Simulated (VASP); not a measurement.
# Li2RuN2 (P-3m1) in VASP: single point with LDA

Aim: the single point of Li2RuN2 with LDA.

Everything below comes from runs of VASP 6.6.1. Logs are shortened: lines on timing, memory, paths and dates and some standing lists are left out, and cuts for length are marked.

## Step 1: The cell of the first run

Symmetry: P-3m1, No. 164, trigonal system. Conventional cell: a = 3.164 Å, b = 3.164 Å, c = 5.211 Å, α = 90.00°, β = 90.00°, γ = 120.00°. Li (site symmetry 3m) has 4 N at 1.98 to 2.22 Å and 3 Li at 2.34 Å and 3 Ru at 2.62 Å within 2.7 Å. Ru (site symmetry -3m) has 6 N at 2.14 Å and 6 Li at 2.62 Å within 2.8 Å. N (site symmetry 3m) has 4 Li at 1.98 to 2.22 Å and 3 Ru at 2.14 Å within 2.6 Å.

## Step 2: Single point, LDA

The input, INCAR:

```
SYSTEM = Li2RuN2
PREC = Accurate
ENCUT = 520
EDIFF = 1E-6
ISMEAR = 1
SIGMA = 0.05
LREAL = .False.
LASPH = .True.
NELM = 60
ALGO = Normal
ISIF = 2
LWAVE = .False.
LCHARG = .False.
NBANDS = 23
```

The input, KPOINTS:

```
regular mesh
0
Gamma
  10 10 6
  0 0 0
```

The input, POSCAR:

```
Li2RuN2
1.0
    3.1642330000      0.0000000000      0.0000000000
   -1.5821160000      2.7403060000      0.0000000000
    0.0000000000      0.0000000000      5.2114500000
Li Ru N
2 1 2
Direct
    0.6666666667      0.3333333333      0.3601800000
    0.3333333333      0.6666666667      0.6398200000
    0.0000000000      0.0000000000      0.0000000000
    0.6666666667      0.3333333333      0.7869890000
    0.3333333333      0.6666666667      0.2130110000
```

Potentials or basis: VASP PAW LDA potentials, release 64 (Li_sv, Ru_pv, N).

Command:

```sh
cat potpaw_LDA.64/Li_sv/POTCAR potpaw_LDA.64/Ru_pv/POTCAR potpaw_LDA.64/N/POTCAR > POTCAR
mpirun -np 1 vasp_std > vasp.out
```

OUTCAR:

```text
SYSTEM = Li2RuN2
   PREC = Accurate
   ENCUT = 520
   EDIFF = 1E-6
   ISMEAR = 1
   LREAL = .False.
   LASPH = .True.
   NELM = 60
   ISIF = 2

 ion  position               nearest neighbor table
   1  0.667  0.333  0.360-   5 1.98   5 1.98   5 1.98   2 2.34   2 2.34   2 2.34   3 2.62   3 2.62
                             3 2.62
   2  0.333  0.667  0.640-   4 1.98   4 1.98   4 1.98   1 2.34   1 2.34   1 2.34   3 2.62   3 2.62
                             3 2.62
   3  0.000  0.000  0.000-   4 2.14   5 2.14   5 2.14   4 2.14   4 2.14   5 2.14   1 2.62   2 2.62
                             2 2.62   1 2.62   2 2.62   1 2.62
   4  0.667  0.333  0.787-   2 1.98   2 1.98   2 1.98   3 2.14   3 2.14   3 2.14
   5  0.333  0.667  0.213-   1 1.98   1 1.98   1 1.98   3 2.14   3 2.14   3 2.14

  LATTYP: Found a hexagonal cell.
 ALAT       =     3.1642330000
 C/A-ratio  =     1.6469868053

  Lattice vectors:

 A1 = (   3.1642330000,   0.0000000000,   0.0000000000)
 A2 = (  -1.5821160000,   2.7403060000,   0.0000000000)
 A3 = (   0.0000000000,   0.0000000000,   5.2114500000)

Analysis of symmetry for initial positions (statically):
=====================================================================
 Subroutine PRICEL returns:
 Original cell was already a primitive cell.

 Routine SETGRP: Setting up the symmetry group for a
 hexagonal supercell.

 Subroutine GETGRP returns: Found 12 space group operations
 (whereof 12 operations were pure point group operations)
 out of a pool of 24 trial point group operations.

The static configuration has the point symmetry D_3d.

Analysis of symmetry for dynamics (positions and initial velocities):
=====================================================================
 Subroutine PRICEL returns:
 Original cell was already a primitive cell.

 Routine SETGRP: Setting up the symmetry group for a
 hexagonal supercell.

 Subroutine GETGRP returns: Found 12 space group operations
 (whereof 12 operations were pure point group operations)
 out of a pool of 24 trial point group operations.

The dynamic configuration has the point symmetry D_3d.

 Subroutine INISYM returns: Found 12 space group operations
 (whereof 12 operations are pure point group operations),
 and found     1 'primitive' translations

----------------------------------------------------------------------------------------

                                     Primitive cell

  volume of cell :      45.1883

  direct lattice vectors                    reciprocal lattice vectors
     3.164233000  0.000000000  0.000000000     0.316032353  0.182461317  0.000000000
    -1.582116000  2.740306000  0.000000000     0.000000000  0.364922750  0.000000000
     0.000000000  0.000000000  5.211450000     0.000000000  0.000000000  0.191885176

  length of vectors
     3.164233000  3.164232610  5.211450000     0.364922705  0.364922750  0.191885176

  position of ions in fractional coordinates (direct lattice)
     0.666666667  0.333333333  0.360180000
     0.333333333  0.666666667  0.639820000
     0.000000000  0.000000000  0.000000000
     0.666666667  0.333333333  0.786989000
     0.333333333  0.666666667  0.213011000

  ion indices of the primitive-cell ions
   primitive index   ion index
                 1           1
                 2           2
                 3           3
                 4           4
                 5           5

----------------------------------------------------------------------------------------

 KPOINTS: regular mesh

Automatic generation of k-mesh.
 Grid dimensions read from file:
 generate k-points for:   10   10    6

 Generating k-lattice:

  Cartesian coordinates                     Fractional coordinates (reciprocal lattice)
     0.031603235  0.018246132  0.000000000     0.100000000  0.000000000  0.000000000
     0.000000000  0.036492275  0.000000000     0.000000000  0.100000000  0.000000000
     0.000000000  0.000000000  0.031980863     0.000000000  0.000000000  0.166666667

  Length of vectors
     0.036492270  0.036492275  0.031980863

  Shift w.r.t. Gamma in fractional coordinates (k-lattice)
     0.000000000  0.000000000  0.000000000

 Subroutine IBZKPT returns following result:
 ===========================================

 Found     72 irreducible k-points:

 Following reciprocal coordinates:
            Coordinates               Weight
  0.000000  0.000000  0.000000      1.000000
  0.100000 -0.000000  0.000000      6.000000
  0.200000 -0.000000  0.000000      6.000000
  0.300000  0.000000  0.000000      6.000000
  0.400000 -0.000000  0.000000      6.000000
  0.500000  0.000000  0.000000      3.000000
[... 16 lines left out ...]
  0.000000  0.400000  0.166667      6.000000
  0.500000  0.000000  0.166667      6.000000
 [... further k-points ...]
   k-points           NKPTS =     72   k-points in BZ     NKDIM =     72   number of bands    NBANDS=     23
   number of dos      NEDOS =    301   number of ions     NIONS =      5
   total plane-waves  NPLWV =  23040
   dimension x,y,z NGX =    24 NGY =   24 NGZ =   40
   dimension x,y,z NGXF=    48 NGYF=   48 NGZF=   80
   ions per type =               2   1   2
   NGX,Y,Z   is equivalent  to a cutoff of  12.61, 12.61, 12.76 a.u.
   NGXF,Y,Z  is equivalent  to a cutoff of  25.22, 25.22, 25.52 a.u.
 SYSTEM =  Li2RuN2
   PREC   = accura    normal or accurate (medium, high low for compatibility)
   ISTART =      0    job   : 0-new  1-cont  2-samecut
   ICHARG =      2    charge: 1-file 2-atom 10-const
   ISPIN  =      1    spin polarized calculation?
   LNONCOLLINEAR =      F non collinear calculations
   LSORBIT =      F    spin-orbit coupling
   LASPH  =      T    aspherical Exc in radial PAW
   ENCUT  =  520.0 eV  38.22 Ry    6.18 a.u.   5.88  5.88  9.69*2*pi/ulx,y,z
   NELM   =     60;   NELMIN=  2; NELMDL= -5     # of ELM steps
   EDIFF  = 0.1E-05   stopping-criterion for ELM
   LREAL  =      F    real-space projection
   EDIFFG = 0.1E-04   stopping-criterion for IOM
   NSW    =      0    number of steps for IOM
   IBRION =     -1    ionic relax: 0-MD 1-quasi-New 2-CG
   NFREE  =      0    steps in history (QN), initial steepest desc. (CG)
   ISIF   =      2    stress and relaxation
   ISYM   =      2    0-nonsym 1-usesym 2-fastsym
   POTIM  = 0.5000    time-step for ionic-motion
   TEBEG  =    0.0;   TEEND  =   0.0 temperature during run
   PSTRESS=    0.0 pullay stress
   NELECT =      30.0000    total number of electrons
   NUPDOWN=      -1.0000    fix difference up-down
   EMIN   =  10.00;   EMAX   =-10.00  energy-range for DOS
   EFERMI =   0.00;   METHOD = LEGACY
   ISMEAR =     1;   SIGMA  =   0.05  broadening in eV -4-tet -1-fermi 0-gaus
   EFERMI_NEDOS =   21; number of points for ismear=-14 and -15
   IALGO  =     38    algorithm
   IMIX   =      4    mixing-type and parameters
     AMIX     =   0.40;   BMIX     =  1.00
     AMIX_MAG =   1.60;   BMIX_MAG =  1.00
  volume/ion in A,a.u.               =       9.04        60.99
  Fermi-wavevector in a.u.,A,eV,Ry     =   1.428148  2.698808 27.750534  2.039607
  Thomas-Fermi vector in A             =   2.548241
   LORBIT       =      0    0 simple, 1 ext, 2 COOP (PROOUT), +10 PAW based schemes
   GGA     = CA    functional components
   LHFCALC =     F    Hartree Fock is set to
   AEXX    =    0.0000 exact exchange contribution
   IVDW    =     0    specifies the selected vdW correction
   LEPSILON=     F    determine dielectric tensor
   LRPA    =     F    only Hartree local field effects (RPA)
 non-spin polarized calculation
 Methfessel and Paxton  Order N= 1 SIGMA  =   0.05
  energy-cutoff  :      520.00
  volume of cell :       45.19
 maximum number of plane-waves:      1236
   NGX = 11   NGY = 11   NGZ = 19

 number of electron      30.0000009 magnetization

 Free energy of the ion-electron system (eV)
  ---------------------------------------------------
  ext. energy  EPLUGINS =         0.00000000
  ---------------------------------------------------
  free energy    TOTEN  =       -34.10286815 eV

  energy without entropy =      -34.10244330  energy(sigma->0) =      -34.10272653

 E-fermi :   6.9223     XC(G=0): -11.9226

 val. band max:        6.9178609699   @ k =   0.2000   0.2000   0.5000
 cond. band min:       6.9227177355   @ k =   0.2000   0.1000   0.0000
 fundamental gap:      0.0048567657
 Fermi energy:         6.9222714557

 k-point     1 :       0.0000    0.0000    0.0000
  band No.  band energies     occupation
      1     -37.3040      2.00000
      2     -37.1579      2.00000
      3     -36.1980      2.00000
      4     -36.0703      2.00000
      5     -36.0703      2.00000
      6      -8.3801      2.00000
[... 15 lines left out ...]
     22      16.6553      0.00000
     23      17.9083      0.00000

 k-point     2 :       0.1000   -0.0000    0.0000
  band No.  band energies     occupation
      1     -37.2995      2.00000
      2     -37.1585      2.00000
      3     -36.1970      2.00000
      4     -36.0871      2.00000
      5     -36.0744      2.00000
      6      -8.2578      2.00000
[... 15 lines left out ...]
     22      16.6553      0.00000
     23      17.8884      0.00000

 k-point     3 :       0.2000   -0.0000    0.0000
  band No.  band energies     occupation
      1     -37.2872      2.00000
      2     -37.1609      2.00000
      3     -36.1944      2.00000
      4     -36.1306      2.00000
      5     -36.0851      2.00000
      6      -7.9279      2.00000
[... 15 lines left out ...]
     22      16.6556      0.00000
     23      17.7156      0.00000

 k-point     4 :       0.3000    0.0000    0.0000
  band No.  band energies     occupation
      1     -37.2696      2.00000
      2     -37.1666      2.00000
      3     -36.1935      2.00000
      4     -36.1812      2.00000
      5     -36.0983      2.00000
      6      -7.5175      2.00000
[... 15 lines left out ...]
     22      16.9024      0.00000
     23      17.6040      0.00000

 k-point     5 :       0.4000   -0.0000    0.0000
  band No.  band energies     occupation
      1     -37.2518      2.00000
      2     -37.1751      2.00000
      3     -36.2276      2.00000
      4     -36.1866      2.00000
      5     -36.1089      2.00000
      6      -7.2925      2.00000
[... 15 lines left out ...]
     22      16.6533      0.00000
     23      17.0822      0.00000

 k-point     6 :       0.5000    0.0000    0.0000
  band No.  band energies     occupation
      1     -37.2433      2.00000
      2     -37.1801      2.00000
      3     -36.2435      2.00000
      4     -36.1857      2.00000
      5     -36.1130      2.00000
      6      -7.2760      2.00000
[... 15 lines left out ...]
     22      16.6533      0.00000
     23      16.8656      0.00000

 k-point     7 :       0.1000    0.1000    0.0000
  band No.  band energies     occupation
      1     -37.2912      2.00000
      2     -37.1600      2.00000
      3     -36.1952      2.00000
      4     -36.1161      2.00000
      5     -36.0830      2.00000
      6      -8.0305      2.00000
[... 353 lines left out ...]
     22      16.6561      0.00000
     23      17.2598      0.00000

 k-point    21 :       0.0000    0.3000    0.1667
  band No.  band energies     occupation
      1     -37.2721      2.00000
      2     -37.1639      2.00000
      3     -36.1936      2.00000
      4     -36.1814      2.00000
      5     -36.0983      2.00000
      6      -7.5161      2.00000
[... 15 lines left out ...]
     22      16.8700      0.00000
     23      17.8464      0.00000

 k-point    22 :       0.4000   -0.0000    0.1667
  band No.  band energies     occupation
      1     -37.2483      2.00000
      2     -37.1788      2.00000
      3     -36.2275      2.00000
      4     -36.1865      2.00000
      5     -36.1089      2.00000
      6      -7.2780      2.00000
[... 15 lines left out ...]
     22      16.6535      0.00000
     23      17.1258      0.00000

 k-point    23 :       0.0000    0.4000    0.1667
  band No.  band energies     occupation
      1     -37.2530      2.00000
      2     -37.1737      2.00000
      3     -36.2278      2.00000
      4     -36.1867      2.00000
      5     -36.1089      2.00000
      6      -7.3055      2.00000
[... 15 lines left out ...]
     22      16.9091      0.00000
     23      17.3811      0.00000

 k-point    24 :       0.5000    0.0000    0.1667
  band No.  band energies     occupation
      1     -37.2412      2.00000
      2     -37.1822      2.00000
      3     -36.2436      2.00000
      4     -36.1856      2.00000
      5     -36.1130      2.00000
      6      -7.2793      2.00000
[... 15 lines left out ...]
     22      16.6538      0.00000
     23      17.0839      0.00000

 [... further k-points ...]

------------------------ aborting loop because EDIFF is reached ----------------------------------------

  FORCE on cell =-STRESS in cart. coord.  units (eV):
  Direction    XX          YY          ZZ          XY          YZ          ZX
  --------------------------------------------------------------------------------------
  -------------------------------------------------------------------------------------
  Total       -4.1785076     -4.1785072     -3.3517331     -0.0000008     -0.0000000      0.0000000
  in kB     -148.1513765   -148.1513590   -118.8376122     -0.0000270     -0.0000000      0.0000000
  external PRESSURE =    -138.3801159 kB  Pullay stress =       0.0000000 kB

 VOLUME and BASIS-vectors are now :
 -----------------------------------------------------------------------------
  energy-cutoff  :      520.00
  volume of cell :       45.19
      direct lattice vectors                 reciprocal lattice vectors
     3.164233000  0.000000000  0.000000000     0.316032353  0.182461317  0.000000000
    -1.582116000  2.740306000  0.000000000     0.000000000  0.364922750  0.000000000
     0.000000000  0.000000000  5.211450000     0.000000000  0.000000000  0.191885176

 POSITION                                       TOTAL-FORCE (eV/Angst)
 -----------------------------------------------------------------------------------
      1.58212      0.91344      1.87706        -0.000000      0.000000     -0.172233
      0.00000      1.82687      3.33439         0.000000     -0.000000      0.172233
      0.00000      0.00000      0.00000        -0.000000      0.000000      0.000000
      1.58212      0.91344      4.10135        -0.000000      0.000000      0.585453
      0.00000      1.82687      1.11010         0.000000      0.000000     -0.585453
 -----------------------------------------------------------------------------------
    total drift:                                0.000000      0.000000     -0.000000

  FREE ENERGIE OF THE ION-ELECTRON SYSTEM (eV)
  ---------------------------------------------------
  free  energy   TOTEN  =       -34.1028681495 eV

  energy  without entropy=      -34.1024433005  energy(sigma->0) =      -34.10272653
```

Wall time 88 s (1 thread of Intel Xeon Platinum 8259CL at 2.50GHz (Skylake/Cascade Lake), shared host); peak memory 0.19 GiB.

What came out:

| Property | Result |
| --- | --- |
| Free energy | -34.1029 eV |
| Largest force | 0.585 eV/Å |
| Band gap on the k mesh | zero (bands 15 and 16 overlap by 0.42 eV) |

Forces in eV/Å, atoms in the order of the input:
```
Li   0.000  0.000 -0.172
Li   0.000  0.000  0.172
Ru   0.000  0.000  0.000
N    0.000  0.000  0.585
N    0.000  0.000 -0.585
```

Levels at points of the mesh, in eV from the Fermi level:
| k point | band 11 | band 12 | band 13 | band 14 | band 15 | band 16 | band 17 | band 18 | band 19 | band 20 |
| --- | --- | --- | --- | --- | --- | --- | --- | --- | --- | --- |
| (0.00, 0.00, 0.00) | -1.79 | -1.79 | -1.27 | -1.27 | -1.27 | -0.36 | 3.14 | 3.14 | 4.36 | 7.29 |
| (0.50, 0.00, 0.00) | -4.45 | -2.84 | -2.61 | -1.38 | -0.59 | 0.06 | 3.09 | 3.42 | 6.11 | 7.92 |
| (0.00, 0.00, 0.50) | -3.12 | -1.81 | -1.81 | -1.44 | -1.44 | 0.40 | 3.47 | 3.47 | 5.39 | 6.68 |
| (0.50, 0.00, 0.50) | -4.56 | -2.50 | -2.03 | -1.66 | -0.59 | -0.01 | 2.94 | 3.30 | 3.90 | 8.64 |

Caveat: the cutoff is under 1.25 times the usual one of these potentials, so pressure, stress and relaxed cells hold a basis-set (Pulay) error.
